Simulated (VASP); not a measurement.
# AlN (rock salt) (Fm-3m) in VASP: further runs

Runs on AlN (rock salt). Level: PBE. Tasks: single point.

Everything below comes from runs of VASP 6.6.1. Logs are shortened: lines on timing, memory, paths and dates and some standing lists are left out, and cuts for length are marked.

## 1. The cell of the first run

The structure is cubic, space group Fm-3m (No. 225). The conventional cell has a = 3.934 Å, b = 3.934 Å, c = 3.934 Å, α = 90.00°, β = 90.00°, γ = 90.00°. Within 2.6 Å of Al (site symmetry m-3m) lie 6 N at 1.97 Å. N (site symmetry m-3m) has 6 Al at 1.97 Å within 2.6 Å.

## 2. Single point, PBE (volume scaled by 0.92)

INCAR reads:

```
SYSTEM = AlN
PREC     = Accurate       ! precision mode
ENCUT    = 600            ! plane-wave cutoff, eV
EDIFF    = 1E-6           ! SCF threshold, eV
ISMEAR   = 0              ! smearing method
SIGMA    = 0.01           ! smearing width, eV
LREAL    = .FALSE.        ! projectors in reciprocal space
LASPH    = .TRUE.         ! aspherical terms in the spheres
NELM     = 120            ! most SCF steps
ALGO     = Normal         ! electronic algorithm
ISIF     = 2              ! what is computed and relaxed
LWAVE    = .FALSE.        ! write WAVECAR
LCHARG   = .FALSE.        ! write CHGCAR
GGA      = PE             ! functional
NBANDS   = 11             ! bands
GGA_COMPAT= .FALSE.
```

KPOINTS reads:

```
regular mesh
0
G
  10 10 10
  0 0 0
```

POSCAR reads:

```
AlN
1.0
    0.0000000000      1.9670609010      1.9670609010
    1.9670609010      0.0000000000      1.9670609010
    1.9670609010      1.9670609010      0.0000000000
Al N
1 1
Direct
    0.0000000000      0.0000000000      0.0000000000
    0.5000000000      0.5000000000      0.5000000000
```

Potentials or basis: VASP PAW PBE potentials, release 64 (Al, N).

The run is started by

```
$ cat potpaw_PBE.64/Al/POTCAR potpaw_PBE.64/N/POTCAR > POTCAR
$ mpirun -np 1 vasp_std > vasp.out
```

OUTCAR:

```text
SYSTEM = AlN
   PREC = Accurate
   ENCUT = 600
   EDIFF = 1E-6
   ISMEAR = 0
   LREAL = .FALSE.
   LASPH = .TRUE.
   NELM = 120
   ISIF = 2
   GGA = PE

 ion  position               nearest neighbor table
   1  0.000  0.000  0.000-   2 1.97   2 1.97   2 1.97   2 1.97   2 1.97   2 1.97
   2  0.500  0.500  0.500-   1 1.97   1 1.97   1 1.97   1 1.97   1 1.97   1 1.97

  LATTYP: Found a face centered cubic cell.
 ALAT       =     3.9341218020

  Lattice vectors:

 A1 = (   0.0000000000,   1.9670609010,   1.9670609010)
 A2 = (   1.9670609010,   0.0000000000,   1.9670609010)
 A3 = (   1.9670609010,   1.9670609010,   0.0000000000)

Analysis of symmetry for initial positions (statically):
=====================================================================
 Subroutine PRICEL returns:
 Original cell was already a primitive cell.

 Routine SETGRP: Setting up the symmetry group for a
 face centered cubic supercell.

 Subroutine GETGRP returns: Found 48 space group operations
 (whereof 48 operations were pure point group operations)
 out of a pool of 48 trial point group operations.

The static configuration has the point symmetry O_h .

Analysis of symmetry for dynamics (positions and initial velocities):
=====================================================================
 Subroutine PRICEL returns:
 Original cell was already a primitive cell.

 Routine SETGRP: Setting up the symmetry group for a
 face centered cubic supercell.

 Subroutine GETGRP returns: Found 48 space group operations
 (whereof 48 operations were pure point group operations)
 out of a pool of 48 trial point group operations.

The dynamic configuration has the point symmetry O_h .

 Subroutine INISYM returns: Found 48 space group operations
 (whereof 48 operations are pure point group operations),
 and found     1 'primitive' translations

----------------------------------------------------------------------------------------

                                     Primitive cell

  volume of cell :      15.2224

  direct lattice vectors                    reciprocal lattice vectors
     0.000000000  1.967060901  1.967060901    -0.254186334  0.254186334  0.254186334
     1.967060901  0.000000000  1.967060901     0.254186334 -0.254186334  0.254186334
     1.967060901  1.967060901  0.000000000     0.254186334  0.254186334 -0.254186334

  length of vectors
     2.781844204  2.781844204  2.781844204     0.440263646  0.440263646  0.440263646

  position of ions in fractional coordinates (direct lattice)
     0.000000000  0.000000000  0.000000000
     0.500000000  0.500000000  0.500000000

  ion indices of the primitive-cell ions
   primitive index   ion index
                 1           1
                 2           2

----------------------------------------------------------------------------------------

 KPOINTS: regular mesh

Automatic generation of k-mesh.
 Grid dimensions read from file:
 generate k-points for:   10   10   10

 Generating k-lattice:

  Cartesian coordinates                     Fractional coordinates (reciprocal lattice)
    -0.025418633  0.025418633  0.025418633     0.100000000  0.000000000  0.000000000
     0.025418633 -0.025418633  0.025418633     0.000000000  0.100000000  0.000000000
     0.025418633  0.025418633 -0.025418633     0.000000000  0.000000000  0.100000000

  Length of vectors
     0.044026365  0.044026365  0.044026365

  Shift w.r.t. Gamma in fractional coordinates (k-lattice)
     0.000000000  0.000000000  0.000000000

 Subroutine IBZKPT returns following result:
 ===========================================

 Found     47 irreducible k-points:

 Following reciprocal coordinates:
            Coordinates               Weight
  0.000000  0.000000  0.000000      1.000000
  0.100000  0.000000  0.000000      8.000000
  0.200000  0.000000  0.000000      8.000000
  0.300000  0.000000  0.000000      8.000000
  0.400000  0.000000  0.000000      8.000000
  0.500000  0.000000  0.000000      4.000000
[... 16 lines left out ...]
  0.300000  0.300000  0.000000      6.000000
  0.400000  0.300000  0.000000     24.000000
 [... further k-points ...]
   k-points           NKPTS =     47   k-points in BZ     NKDIM =     47   number of bands    NBANDS=     11
   number of dos      NEDOS =    301   number of ions     NIONS =      2
   total plane-waves  NPLWV =  13824
   dimension x,y,z NGX =    24 NGY =   24 NGZ =   24
   dimension x,y,z NGXF=    48 NGYF=   48 NGZF=   48
   ions per type =               1   1
   NGX,Y,Z   is equivalent  to a cutoff of  14.34, 14.34, 14.34 a.u.
   NGXF,Y,Z  is equivalent  to a cutoff of  28.69, 28.69, 28.69 a.u.
 SYSTEM =  AlN
   PREC   = accura    normal or accurate (medium, high low for compatibility)
   ISTART =      0    job   : 0-new  1-cont  2-samecut
   ICHARG =      2    charge: 1-file 2-atom 10-const
   ISPIN  =      1    spin polarized calculation?
   LNONCOLLINEAR =      F non collinear calculations
   LSORBIT =      F    spin-orbit coupling
   LASPH  =      T    aspherical Exc in radial PAW
   ENCUT  =  600.0 eV  44.10 Ry    6.64 a.u.   5.56  5.56  5.56*2*pi/ulx,y,z
   NELM   =    120;   NELMIN=  2; NELMDL= -5     # of ELM steps
   EDIFF  = 0.1E-05   stopping-criterion for ELM
   LREAL  =      F    real-space projection
   EDIFFG = 0.1E-04   stopping-criterion for IOM
   NSW    =      0    number of steps for IOM
   IBRION =     -1    ionic relax: 0-MD 1-quasi-New 2-CG
   NFREE  =      0    steps in history (QN), initial steepest desc. (CG)
   ISIF   =      2    stress and relaxation
   ISYM   =      2    0-nonsym 1-usesym 2-fastsym
   POTIM  = 0.5000    time-step for ionic-motion
   TEBEG  =    0.0;   TEEND  =   0.0 temperature during run
   PSTRESS=    0.0 pullay stress
   NELECT =       8.0000    total number of electrons
   NUPDOWN=      -1.0000    fix difference up-down
   EMIN   =  10.00;   EMAX   =-10.00  energy-range for DOS
   EFERMI =   0.00;   METHOD = LEGACY
   ISMEAR =     0;   SIGMA  =   0.01  broadening in eV -4-tet -1-fermi 0-gaus
   EFERMI_NEDOS =   21; number of points for ismear=-14 and -15
   IALGO  =     38    algorithm
   IMIX   =      4    mixing-type and parameters
     AMIX     =   0.40;   BMIX     =  1.00
     AMIX_MAG =   1.60;   BMIX_MAG =  1.00
  volume/ion in A,a.u.               =       7.61        51.36
  Fermi-wavevector in a.u.,A,eV,Ry     =   1.321124  2.496563 23.747193  1.745369
  Thomas-Fermi vector in A             =   2.450901
   LORBIT       =      0    0 simple, 1 ext, 2 COOP (PROOUT), +10 PAW based schemes
   GGA     = PE    functional components
   LHFCALC =     F    Hartree Fock is set to
   AEXX    =    0.0000 exact exchange contribution
   IVDW    =     0    specifies the selected vdW correction
   LEPSILON=     F    determine dielectric tensor
   LRPA    =     F    only Hartree local field effects (RPA)
 non-spin polarized calculation
 Gauss-broadening in eV      SIGMA  =   0.01
  energy-cutoff  :      600.00
  volume of cell :       15.22
 maximum number of plane-waves:       531
 NGX is ok and might be reduce to    24
   NGX = 11   NGY = 11   NGZ = 11

 number of electron       8.0000000 magnetization

 Free energy of the ion-electron system (eV)
  ---------------------------------------------------
  ext. energy  EPLUGINS =         0.00000000
  ---------------------------------------------------
  free energy    TOTEN  =       -14.40106836 eV

  energy without entropy =      -14.40106836  energy(sigma->0) =      -14.40106836

 E-fermi :  11.1414     XC(G=0): -12.6755

 val. band max:       11.0655937674   @ k =   0.0000   0.0000   0.0000
 cond. band min:      16.2180190579   @ k =   0.5000   0.5000   0.0000
 fundamental gap:      5.1524252905
 Fermi energy:        11.1413834133

 k-point     1 :       0.0000    0.0000    0.0000
  band No.  band energies     occupation
      1      -7.2575      2.00000
      2      11.0656      2.00000
      3      11.0656      2.00000
      4      11.0656      2.00000
      5      17.9801      0.00000
      6      23.4944      0.00000
      7      23.4944      0.00000
      8      23.4944      0.00000
      9      28.8629      0.00000
     10      29.4666      0.00000
     11      29.4666      0.00000

 k-point     2 :       0.1000    0.0000    0.0000
  band No.  band energies     occupation
      1      -7.0359      2.00000
      2      10.0368      2.00000
      3      10.9239      2.00000
      4      10.9239      2.00000
      5      18.5481      0.00000
      6      22.6033      0.00000
      7      23.8373      0.00000
      8      23.8373      0.00000
      9      28.1071      0.00000
     10      28.1071      0.00000
     11      30.3403      0.00000

 k-point     3 :       0.2000    0.0000    0.0000
  band No.  band energies     occupation
      1      -6.3896      2.00000
      2       7.7910      2.00000
      3      10.5818      2.00000
      4      10.5818      2.00000
      5      18.9129      0.00000
      6      22.3930      0.00000
      7      24.2046      0.00000
      8      24.2046      0.00000
      9      27.4341      0.00000
     10      27.4341      0.00000
     11      29.9352      0.00000

 k-point     4 :       0.3000    0.0000    0.0000
  band No.  band energies     occupation
      1      -5.3917      2.00000
      2       5.2987      2.00000
      3      10.2044      2.00000
      4      10.2044      2.00000
      5      18.3696      0.00000
      6      23.6180      0.00000
      7      23.6180      0.00000
      8      23.7066      0.00000
      9      28.9070      0.00000
     10      28.9070      0.00000
     11      29.0151      0.00000
[... 239 lines left out ...]
 k-point    22 :      -0.2000    0.2000    0.0000
  band No.  band energies     occupation
      1      -5.0692      2.00000
      2       5.9098      2.00000
      3       7.8543      2.00000
      4      10.2606      2.00000
      5      20.5839      0.00000
      6      21.4378      0.00000
      7      22.8970      0.00000
      8      24.4803      0.00000
      9      26.5312      0.00000
     10      31.0796      0.00000
     11      32.9829      0.00000

 k-point    23 :       0.3000    0.3000    0.0000
  band No.  band energies     occupation
      1      -4.8060      2.00000
      2       6.0127      2.00000
      3       8.8742      2.00000
      4       8.8742      2.00000
      5      17.6999      0.00000
      6      18.8524      0.00000
      7      23.8233      0.00000
      8      27.7104      0.00000
      9      27.7104      0.00000
     10      32.3860      0.00000
     11      36.4969      0.00000

 k-point    24 :       0.4000    0.3000    0.0000
  band No.  band energies     occupation
      1      -3.9670      2.00000
      2       4.8750      2.00000
      3       8.0359      2.00000
      4       8.5956      2.00000
      5      17.5327      0.00000
      6      18.5081      0.00000
      7      24.2505      0.00000
      8      27.7211      0.00000
      9      28.5954      0.00000
     10      33.8293      0.00000
     11      37.1416      0.00000

 [... further k-points ...]
[... 5 lines left out ...]
  --------------------------------------------------------------------------------------
  -------------------------------------------------------------------------------------
  Total        2.9513401      2.9513401      2.9513401     -0.0000000     -0.0000000      0.0000000
  in kB      310.6321675    310.6321675    310.6321675     -0.0000000     -0.0000000      0.0000000
  external PRESSURE =     310.6321675 kB  Pullay stress =       0.0000000 kB

 VOLUME and BASIS-vectors are now :
 -----------------------------------------------------------------------------
  energy-cutoff  :      600.00
  volume of cell :       15.22
      direct lattice vectors                 reciprocal lattice vectors
     0.000000000  1.967060901  1.967060901    -0.254186334  0.254186334  0.254186334
     1.967060901  0.000000000  1.967060901     0.254186334 -0.254186334  0.254186334
     1.967060901  1.967060901  0.000000000     0.254186334  0.254186334 -0.254186334

 POSITION                                       TOTAL-FORCE (eV/Angst)
 -----------------------------------------------------------------------------------
      0.00000      0.00000      0.00000        -0.000000     -0.000000      0.000000
      1.96706      1.96706      1.96706         0.000000      0.000000     -0.000000
 -----------------------------------------------------------------------------------
    total drift:                               -0.000000     -0.000000      0.000000

  FREE ENERGIE OF THE ION-ELECTRON SYSTEM (eV)
  ---------------------------------------------------
  free  energy   TOTEN  =       -14.4010683559 eV

  energy  without entropy=      -14.4010683559  energy(sigma->0) =      -14.40106836
```

Wall time 8.4 s (1 thread of Intel Xeon 6455B, shared host); peak memory 0.13 GiB.

What came out:

```yaml
Free_energy: -14.4011 eV
Pressure: 31.1 GPa
Band_gap_on_the_k_mesh: 5.15 eV, indirect (least direct gap 6.91 eV)
```

(Continued in part 2 of 4.)
